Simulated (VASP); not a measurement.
**SnO2: single point with PBE**

SnO2:

```
Sn O
1.0
     5.11611    0.00000    0.00000
     0.00000    4.53867    0.00000
     0.00000    0.00000    3.23817
Sn O
2 4
Direct
  0.50000 0.50000 0.50000
  0.00000 0.00000 0.00000
  0.30650 0.30666 0.00000
  0.80650 0.19334 0.50000
  0.19350 0.80666 0.50000
  0.69350 0.69334 0.00000
```

This cell differs from its parent crystal: strain +0.0600 x Voigt [1, -1, 0, 0, 0, 0].

```yaml
Program: VASP 6.6.1
Task: single point
Functional: PBE
Potentials_or_basis: VASP PAW PBE potentials, release 64 (Sn_d, O)
Cutoff: 520 eV
k_mesh: 6 × 6 × 8
Occupations: gaussian, width 0.05 eV
Spin: no spin polarisation
```

```yaml
Pressure: 0.7 GPa
Largest_force: 0.100 eV/Å
Band_gap_on_the_k_mesh: 0.61 eV
```

Forces in eV/Å, atoms in the order of the input:
```
Sn   0.000  0.000  0.000
Sn   0.000  0.000  0.000
O    0.095 -0.032  0.000
O    0.095  0.032  0.000
O   -0.095 -0.032  0.000
O   -0.095  0.032  0.000
```

Stress tensor (GPa, compression positive):
```
-4.47  0.00  0.00
 0.00  5.22  0.00
 0.00  0.00  1.28
```

Levels at points of the mesh, in eV from the valence-band top:
```csv
k point,band 22,band 23,band 24,band 25,band 26,band 27,band 28,band 29,band 30,band 31
"(0.00, 0.00, 0.00)",-1.45,-1.07,-1.05,-0.47,0.00,0.62,5.65,5.80,6.38,10.08
"(0.50, 0.00, 0.00)",-2.04,-1.14,-1.14,-0.41,-0.41,3.79,3.79,6.78,6.78,10.12
"(0.00, 0.50, 0.00)",-1.79,-1.27,-1.27,-0.82,-0.82,3.88,3.88,6.76,6.76,10.33
"(0.50, 0.50, 0.00)",-1.87,-1.34,-1.34,-0.87,-0.87,4.23,4.23,7.04,7.04,10.23
"(0.00, 0.00, 0.50)",-2.56,-1.54,-1.54,-1.19,-1.19,5.48,5.48,9.26,9.26,10.01
"(0.50, 0.00, 0.50)",-1.57,-1.22,-1.22,-0.85,-0.85,5.70,5.70,7.48,7.48,10.41
"(0.00, 0.50, 0.50)",-1.80,-0.80,-0.80,-0.63,-0.63,5.76,5.76,7.51,7.51,10.33
"(0.50, 0.50, 0.50)",-2.48,-0.88,-0.88,-0.77,-0.77,4.29,4.29,8.23,8.23,10.58
```

Wall time 3.6 min on 1 thread of Intel Xeon 8259CL, on a shared host, peak memory 0.28 GiB.

Caveat: the cell differs from its parent crystal (strain +0.0600 x Voigt [1, -1, 0, 0, 0, 0]); spin-orbit coupling is left out, which moves the levels of the heavy elements.
